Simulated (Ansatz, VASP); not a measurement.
# TePb in VASP and in Ansatz

```
CELL_PARAMETERS angstrom
0.00000 3.37835 3.37835
3.37835 0.00000 3.37835
3.37835 3.37835 0.00000
ATOMIC_POSITIONS crystal
Te 0.50000 0.50000 0.50000
Pb 0.00000 0.00000 0.00000
```

Alike in both runs: task single point; functional PBE; k mesh 8 × 8 × 8; occupations gaussian, width 0.02 eV; no spin polarisation.

|  | VASP | Ansatz |
| --- | --- | --- |
| version | VASP 6.6.1 | Ansatz 0.2.0 |
| potentials or method | VASP PAW PBE potentials, release 64 (Te, Pb_d), cutoff 500 eV | scalar-relativistic, plane waves, PAW |
| valence electrons in the cell | 20 | 30 |

|  | VASP | Ansatz | Ansatz less VASP |
| --- | --- | --- | --- |
| gap on the k mesh at the Fermi level (eV) | 0.96 | 0.96 | -0.003 |
| least direct gap on the mesh (eV) | 0.96 | 0.96 | -0.003 |
| pressure (GPa) | -2.7 | -2.7 | +0.05 |

VASP's potentials hold 20 valence electrons a cell and Ansatz's 30, so a difference there can come from the potentials and not from the codes.

Neither program's run includes spin-orbit coupling.
